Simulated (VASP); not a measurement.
# Na2MnAlC6N6 (Fm-3m) in VASP: further runs, part 2 of 2

VASP 6.6.1. Earlier steps stand in the parts before.

### Step 3. Single point, PBE

This run uses another cell than the first one, of 15.94 Å³/atom.

Contents of INCAR:

```
PREC = Accurate
ENCUT = 520
EDIFF = 1E-6
ISMEAR = 0
SIGMA = 0.02
LREAL = Auto
LASPH = T
NELM = 80
ALGO = Normal
ISIF = 2
LWAVE = F
LCHARG = F
GGA = PE
NBANDS = 56
```

Contents of KPOINTS:

```
regular mesh
0
Gamma
  6 6 6
```

Contents of POSCAR:

```
Na2MnAlC6N6
1.0
    0.0000000000      5.0329890988      5.0329890988
    5.0329890988      0.0000000000      5.0329890988
    5.0329890988      5.0329890988      0.0000000000
Na Mn Al C N
2 1 1 6 6
Direct
    0.2500000000      0.2500000000      0.2500000000
    0.7500000000      0.7500000000      0.7500000000
    0.0000000000      0.0000000000      0.0000000000
    0.5000000000      0.5000000000      0.5000000000
    0.8126740102      0.1873259898      0.1873259898
    0.1873259898      0.8126740102      0.1873259898
    0.1873259898      0.1873259898      0.8126740102
    0.1873259898      0.8126740102      0.8126740102
    0.8126740102      0.1873259898      0.8126740102
    0.8126740102      0.8126740102      0.1873259898
    0.6950293562      0.3049706438      0.3049706438
    0.3049706438      0.6950293562      0.3049706438
    0.3049706438      0.3049706438      0.6950293562
    0.3049706438      0.6950293562      0.6950293562
    0.6950293562      0.3049706438      0.6950293562
    0.6950293562      0.6950293562      0.3049706438
```

Potentials or basis: VASP PAW PBE potentials, release 64 (Na_pv, Mn_pv, Al, C, N).

Run with:

```sh
cat potpaw_PBE.64/Na_pv/POTCAR potpaw_PBE.64/Mn_pv/POTCAR potpaw_PBE.64/Al/POTCAR potpaw_PBE.64/C/POTCAR potpaw_PBE.64/N/POTCAR > POTCAR
mpirun -np 1 vasp_std > vasp.out
```

OUTCAR:

```text
PREC = Accurate
   ENCUT = 520
   EDIFF = 1E-6
   ISMEAR = 0
   LREAL = Auto
   LASPH = T
   NELM = 80
   ISIF = 2
   GGA = PE

 ion  position               nearest neighbor table
   1  0.250  0.250  0.250-
   2  0.750  0.750  0.750-
   3  0.000  0.000  0.000-   5 1.89   6 1.89   7 1.89   8 1.89   9 1.89  10 1.89
   4  0.500  0.500  0.500-  11 1.96  12 1.96  13 1.96  14 1.96  15 1.96  16 1.96
   5  0.813  0.187  0.187-  11 1.18   3 1.89
   6  0.187  0.813  0.187-  12 1.18   3 1.89
   7  0.187  0.187  0.813-  13 1.18   3 1.89
   8  0.187  0.813  0.813-  14 1.18   3 1.89
   9  0.813  0.187  0.813-  15 1.18   3 1.89
  10  0.813  0.813  0.187-  16 1.18   3 1.89
  11  0.695  0.305  0.305-   5 1.18   4 1.96
  12  0.305  0.695  0.305-   6 1.18   4 1.96
  13  0.305  0.305  0.695-   7 1.18   4 1.96
  14  0.305  0.695  0.695-   8 1.18   4 1.96
  15  0.695  0.305  0.695-   9 1.18   4 1.96
  16  0.695  0.695  0.305-  10 1.18   4 1.96

  LATTYP: Found a face centered cubic cell.
 ALAT       =    10.0659781976

  Lattice vectors:

 A1 = (   0.0000000000,   5.0329890988,   5.0329890988)
 A2 = (   5.0329890988,   0.0000000000,   5.0329890988)
 A3 = (   5.0329890988,   5.0329890988,   0.0000000000)

Analysis of symmetry for initial positions (statically):
=====================================================================
 Subroutine PRICEL returns:
 Original cell was already a primitive cell.

 Routine SETGRP: Setting up the symmetry group for a
 face centered cubic supercell.

 Subroutine GETGRP returns: Found 48 space group operations
 (whereof 48 operations were pure point group operations)
 out of a pool of 48 trial point group operations.

The static configuration has the point symmetry O_h .

Analysis of symmetry for dynamics (positions and initial velocities):
=====================================================================
 Subroutine PRICEL returns:
 Original cell was already a primitive cell.

 Routine SETGRP: Setting up the symmetry group for a
 face centered cubic supercell.

 Subroutine GETGRP returns: Found 48 space group operations
 (whereof 48 operations were pure point group operations)
 out of a pool of 48 trial point group operations.

The dynamic configuration has the point symmetry O_h .

 Subroutine INISYM returns: Found 48 space group operations
 (whereof 48 operations are pure point group operations),
 and found     1 'primitive' translations

----------------------------------------------------------------------------------------

                                     Primitive cell

  volume of cell :     254.9811

  direct lattice vectors                    reciprocal lattice vectors
     0.000000000  5.032989099  5.032989099    -0.099344543  0.099344543  0.099344543
     5.032989099  0.000000000  5.032989099     0.099344543 -0.099344543  0.099344543
     5.032989099  5.032989099  0.000000000     0.099344543  0.099344543 -0.099344543

  length of vectors
[... 62 lines left out ...]

 Found     16 irreducible k-points:

 Following reciprocal coordinates:
            Coordinates               Weight
  0.000000  0.000000  0.000000      1.000000
  0.166667  0.000000  0.000000      8.000000
  0.333333  0.000000  0.000000      8.000000
  0.500000  0.000000  0.000000      4.000000
  0.166667  0.166667  0.000000      6.000000
  0.333333  0.166667  0.000000     24.000000
[... 8 lines left out ...]
 -0.333333  0.333333  0.166667     24.000000
 -0.333333  0.500000  0.166667     12.000000
   k-points           NKPTS =     16   k-points in BZ     NKDIM =     16   number of bands    NBANDS=     56
   number of dos      NEDOS =    301   number of ions     NIONS =     16
   total plane-waves  NPLWV = 157464
   dimension x,y,z NGX =    54 NGY =   54 NGZ =   54
   dimension x,y,z NGXF=   108 NGYF=  108 NGZF=  108
   ions per type =               2   1   1   6   6
   NGX,Y,Z   is equivalent  to a cutoff of  12.61, 12.61, 12.61 a.u.
   NGXF,Y,Z  is equivalent  to a cutoff of  25.23, 25.23, 25.23 a.u.
 SYSTEM =  unknown system
   PREC   = accura    normal or accurate (medium, high low for compatibility)
   ISTART =      0    job   : 0-new  1-cont  2-samecut
   ICHARG =      2    charge: 1-file 2-atom 10-const
   ISPIN  =      1    spin polarized calculation?
   LNONCOLLINEAR =      F non collinear calculations
   LSORBIT =      F    spin-orbit coupling
   LASPH  =      T    aspherical Exc in radial PAW
   ENCUT  =  520.0 eV  38.22 Ry    6.18 a.u.  13.23 13.23 13.23*2*pi/ulx,y,z
   NELM   =     80;   NELMIN=  2; NELMDL= -5     # of ELM steps
   EDIFF  = 0.1E-05   stopping-criterion for ELM
   LREAL  =      T    real-space projection
   EDIFFG = 0.1E-04   stopping-criterion for IOM
   NSW    =      0    number of steps for IOM
   IBRION =     -1    ionic relax: 0-MD 1-quasi-New 2-CG
   NFREE  =      0    steps in history (QN), initial steepest desc. (CG)
   ISIF   =      2    stress and relaxation
   ISYM   =      2    0-nonsym 1-usesym 2-fastsym
   POTIM  = 0.5000    time-step for ionic-motion
   TEBEG  =    0.0;   TEEND  =   0.0 temperature during run
   PSTRESS=    0.0 pullay stress
   NELECT =      84.0000    total number of electrons
   NUPDOWN=      -1.0000    fix difference up-down
   EMIN   =  10.00;   EMAX   =-10.00  energy-range for DOS
   EFERMI =   0.00;   METHOD = LEGACY
   ISMEAR =     0;   SIGMA  =   0.02  broadening in eV -4-tet -1-fermi 0-gaus
   EFERMI_NEDOS =   21; number of points for ismear=-14 and -15
   IALGO  =     38    algorithm
   IMIX   =      4    mixing-type and parameters
     AMIX     =   0.40;   BMIX     =  1.00
     AMIX_MAG =   1.60;   BMIX_MAG =  1.00
  volume/ion in A,a.u.               =      15.94       107.54
  Fermi-wavevector in a.u.,A,eV,Ry     =   1.130660  2.136637 17.393572  1.278392
  Thomas-Fermi vector in A             =   2.267357
   LORBIT       =      0    0 simple, 1 ext, 2 COOP (PROOUT), +10 PAW based schemes
   GGA     = PE    functional components
   LHFCALC =     F    Hartree Fock is set to
   AEXX    =    0.0000 exact exchange contribution
   IVDW    =     0    specifies the selected vdW correction
   LEPSILON=     F    determine dielectric tensor
   LRPA    =     F    only Hartree local field effects (RPA)
 non-spin polarized calculation
 Gauss-broadening in eV      SIGMA  =   0.02
  energy-cutoff  :      520.00
  volume of cell :      254.98
 maximum number of plane-waves:      6918
 NGX is ok and might be reduce to    54
   NGX = 27   NGY = 27   NGZ = 27

 number of electron      84.0000012 magnetization

 Free energy of the ion-electron system (eV)
  ---------------------------------------------------
  ext. energy  EPLUGINS =         0.00000000
  ---------------------------------------------------
  free energy    TOTEN  =      -123.46874547 eV

  energy without entropy =     -123.46874547  energy(sigma->0) =     -123.46874547

 E-fermi :   1.8415     XC(G=0):  -7.9835

 val. band max:        1.6175212647   @ k =   0.5000   0.5000   0.0000
 cond. band min:       3.2302960364   @ k =   0.0000   0.0000   0.0000
 fundamental gap:      1.6127747717
 Fermi energy:         1.8414959377

 k-point     1 :       0.0000    0.0000    0.0000
  band No.  band energies     occupation
      1     -45.4079      2.00000
      2     -45.4079      2.00000
      3     -45.4079      2.00000
      4     -24.0622      2.00000
      5     -24.0622      2.00000
      6     -24.0622      2.00000
[... 901 lines left out ...]
     53       6.2587      0.00000
     54       6.2777      0.00000
 [bands above 54 left out]

------------------------ aborting loop because EDIFF is reached ----------------------------------------

  FORCE on cell =-STRESS in cart. coord.  units (eV):
  Direction    XX          YY          ZZ          XY          YZ          ZX
  --------------------------------------------------------------------------------------
  -------------------------------------------------------------------------------------
  Total        0.5048681      0.5048681      0.5048681      0.0000000      0.0000000     -0.0000000
  in kB        3.1723462      3.1723462      3.1723462      0.0000000      0.0000000     -0.0000000
  external PRESSURE =       3.1723462 kB  Pullay stress =       0.0000000 kB

 VOLUME and BASIS-vectors are now :
 -----------------------------------------------------------------------------
  energy-cutoff  :      520.00
  volume of cell :      254.98
      direct lattice vectors                 reciprocal lattice vectors
     0.000000000  5.032989099  5.032989099    -0.099344543  0.099344543  0.099344543
     5.032989099  0.000000000  5.032989099     0.099344543 -0.099344543  0.099344543
     5.032989099  5.032989099  0.000000000     0.099344543  0.099344543 -0.099344543

 POSITION                                       TOTAL-FORCE (eV/Angst)
 -----------------------------------------------------------------------------------
      2.51649      2.51649      2.51649         0.000000     -0.000000     -0.000000
      7.54948      7.54948      7.54948         0.000000     -0.000000     -0.000000
      0.00000      0.00000      0.00000         0.000000     -0.000000     -0.000000
      5.03299      5.03299      5.03299         0.000000     -0.000000     -0.000000
      1.88562      5.03299      5.03299        -0.325783     -0.000000     -0.000000
      5.03299      1.88562      5.03299         0.000000     -0.325783     -0.000000
[... 8 lines left out ...]
      5.03299      6.99615      5.03299         0.000000     -0.329738     -0.000000
      5.03299      5.03299      6.99615         0.000000     -0.000000     -0.329738
 -----------------------------------------------------------------------------------
    total drift:                                0.000000      0.000000      0.000000

  FREE ENERGIE OF THE ION-ELECTRON SYSTEM (eV)
  ---------------------------------------------------
  free  energy   TOTEN  =      -123.4687454679 eV

  energy  without entropy=     -123.4687454679  energy(sigma->0) =     -123.46874547
```

Wall time 8.3 min (1 thread of Intel Xeon 6975P-C (Granite Rapids), shared host); peak memory 0.47 GiB.

Results:

| Property | Result |
| --- | --- |
| Free energy | -123.4687 eV |
| Pressure | 0.3 GPa |
| Largest force | 0.330 eV/Å |
| Band gap on the k mesh | 1.61 eV (least direct gap 2.37 eV) |

Forces in eV/Å, atoms in the order of the input:
```
Na   0.000  0.000  0.000
Na   0.000  0.000  0.000
Mn   0.000  0.000  0.000
Al   0.000  0.000  0.000
C   -0.326  0.000  0.000
C    0.000 -0.326  0.000
C    0.000  0.000 -0.326
C    0.326  0.000  0.000
C    0.000  0.326  0.000
C    0.000  0.000  0.326
N    0.330  0.000  0.000
N    0.000  0.330  0.000
N    0.000  0.000  0.330
N   -0.330  0.000  0.000
N    0.000 -0.330  0.000
N    0.000  0.000 -0.330
```

A k mesh can miss the band edges. Spin polarisation is off, so any magnetic state and its effect on volume and gap are missing.

### Step 4. Single point, PBE

This run uses another cell than the first one, of 15.94 Å³/atom.

Contents of INCAR:

```
SYSTEM = Na2MnAlC6N6
ALGO = Normal
EDIFF = 1E-6
ENCUT = 520
GGA = PE
ISIF = 2
ISMEAR = 0
LASPH = .True.
LCHARG = .False.
LREAL = Auto
LWAVE = .False.
NBANDS = 56
NELM = 60
PREC = Accurate
SIGMA = 0.02
```

Contents of KPOINTS:

```
k-points
0
Gamma
  6 6 6
  0 0 0
```

POSCAR is that of step 3.

Run with:

```sh
cat potpaw_PBE.64/Na_pv/POTCAR potpaw_PBE.64/Mn_pv/POTCAR potpaw_PBE.64/Al/POTCAR potpaw_PBE.64/C/POTCAR potpaw_PBE.64/N/POTCAR > POTCAR
mpirun -np 1 vasp_std > vasp.out
```

Wall time 7.1 min (1 thread of Intel Xeon 6975P-C (Granite Rapids), shared host); peak memory 0.47 GiB.

It converged, with:

- Free energy: -123.4687 eV
- Pressure: 0.3 GPa
- Largest force: 0.330 eV/Å
- Band gap on the k mesh: 1.61 eV (least direct gap 2.37 eV)

Forces in eV/Å, atoms in the order of the input:
```
Na   0.000  0.000  0.000
Na   0.000  0.000  0.000
Mn   0.000  0.000  0.000
Al   0.000  0.000  0.000
C   -0.326  0.000  0.000
C    0.000 -0.326  0.000
C    0.000  0.000 -0.326
C    0.326  0.000  0.000
C    0.000  0.326  0.000
C    0.000  0.000  0.326
N    0.330  0.000  0.000
N    0.000  0.330  0.000
N    0.000  0.000  0.330
N   -0.330  0.000  0.000
N    0.000 -0.330  0.000
N    0.000  0.000 -0.330
```

Levels at points of the mesh, in eV from the valence-band top:
```tsv
k point	band 40	band 41	band 42	band 43	band 44	band 45
(0.00, 0.00, 0.00)	-0.75	-0.75	-0.75	1.61	2.94	3.67
(0.50, 0.00, 0.00)	-0.37	-0.28	-0.28	2.65	2.78	3.40
(0.50, 0.50, 0.00)	-0.74	0.00	0.00	2.87	3.16	3.83
```

A k mesh can miss the band edges. Spin polarisation is off, so any magnetic state and its effect on volume and gap are missing.

### Step 5. Single point, PBE, collinear spin, ferromagnetic start

This run uses another cell than the first one, of 15.92 Å³/atom.

Contents of INCAR:

```
PREC = Accurate
ENCUT = 520
EDIFF = 1E-6
ISMEAR = 0
SIGMA = 0.1
LREAL = Auto
LASPH = T
NELM = 150
ALGO = Normal
ISIF = 2
LWAVE = F
LCHARG = F
ISPIN = 2
MAGMOM = 0 0 4 0 0 0 0 0 0 0 0 0 0 0 0 0
LORBIT = 11
LMAXMIX = 4
GGA = PE
NBANDS = 60
```

Contents of KPOINTS:

```
regular mesh
0
Gamma
  4 4 4
```

Contents of POSCAR:

```
Na2MnAlC6N6
1.0
    0.0000000000      5.0312184871      5.0312184871
    5.0312184871      0.0000000000      5.0312184871
    5.0312184871      5.0312184871      0.0000000000
Na Mn Al C N
2 1 1 6 6
Direct
    0.2500000000      0.2500000000      0.2500000000
    0.7500000000      0.7500000000      0.7500000000
    0.0000000000      0.0000000000      0.0000000000
    0.5000000000      0.5000000000      0.5000000000
    0.8128970978      0.1871029022      0.1871029022
    0.1871029022      0.8128970978      0.1871029022
    0.1871029022      0.1871029022      0.8128970978
    0.1871029022      0.8128970978      0.8128970978
    0.8128970978      0.1871029022      0.8128970978
    0.8128970978      0.8128970978      0.1871029022
    0.6952246521      0.3047753479      0.3047753479
    0.3047753479      0.6952246521      0.3047753479
    0.3047753479      0.3047753479      0.6952246521
    0.3047753479      0.6952246521      0.6952246521
    0.6952246521      0.3047753479      0.6952246521
    0.6952246521      0.6952246521      0.3047753479
```

Run with:

```sh
cat potpaw_PBE.64/Na_pv/POTCAR potpaw_PBE.64/Mn_pv/POTCAR potpaw_PBE.64/Al/POTCAR potpaw_PBE.64/C/POTCAR potpaw_PBE.64/N/POTCAR > POTCAR
mpirun -np 1 vasp_std > vasp.out
```

It took 8 min on 1 thread of Intel Xeon 6975P-C (Granite Rapids), shared host; peak memory 0.6 GiB.

The run converged. Its results:

* Free energy: -123.4680 eV
* Pressure: 0.4 GPa
* Largest force: 0.369 eV/Å
* Band gap on the k mesh: 1.62 eV (least direct gap 2.38 eV)
* Net moment: 0.00 μB per cell
* Valence electrons inside the program's atomic spheres: Na 5.95; Mn 12.53; Al 0.66; C 2.56; N 3.94

Forces in eV/Å, atoms in the order of the input:
```
Na   0.000  0.000  0.000
Na   0.000  0.000  0.000
Mn   0.000  0.000  0.000
Al   0.000  0.000  0.000
C   -0.302  0.000  0.000
C    0.000 -0.302  0.000
C    0.000  0.000 -0.302
C    0.302  0.000  0.000
C    0.000  0.302  0.000
C    0.000  0.000  0.302
N    0.369  0.000  0.000
N    0.000  0.369  0.000
N    0.000  0.000  0.369
N   -0.369  0.000  0.000
N    0.000 -0.369  0.000
N    0.000  0.000 -0.369
```

Levels at points of the mesh, in eV from the valence-band top:
Spin up:
```csv
k point,band 39,band 40,band 41,band 42,band 43,band 44,band 45,band 46
"(0.00, 0.00, 0.00)",-3.20,-0.76,-0.76,-0.76,1.62,2.95,3.68,3.68
"(0.50, 0.00, 0.00)",-2.85,-0.38,-0.28,-0.28,2.66,2.79,3.41,3.42
"(0.50, 0.50, 0.00)",-2.82,-0.74,0.00,0.00,2.88,3.17,3.84,4.03
```
Spin down:
| k point | band 39 | band 40 | band 41 | band 42 | band 43 | band 44 | band 45 | band 46 |
| --- | --- | --- | --- | --- | --- | --- | --- | --- |
| (0.00, 0.00, 0.00) | -3.20 | -0.76 | -0.76 | -0.76 | 1.62 | 2.95 | 3.68 | 3.68 |
| (0.50, 0.00, 0.00) | -2.85 | -0.38 | -0.28 | -0.28 | 2.66 | 2.79 | 3.41 | 3.42 |
| (0.50, 0.50, 0.00) | -2.82 | -0.74 | 0.00 | 0.00 | 2.88 | 3.17 | 3.84 | 4.03 |
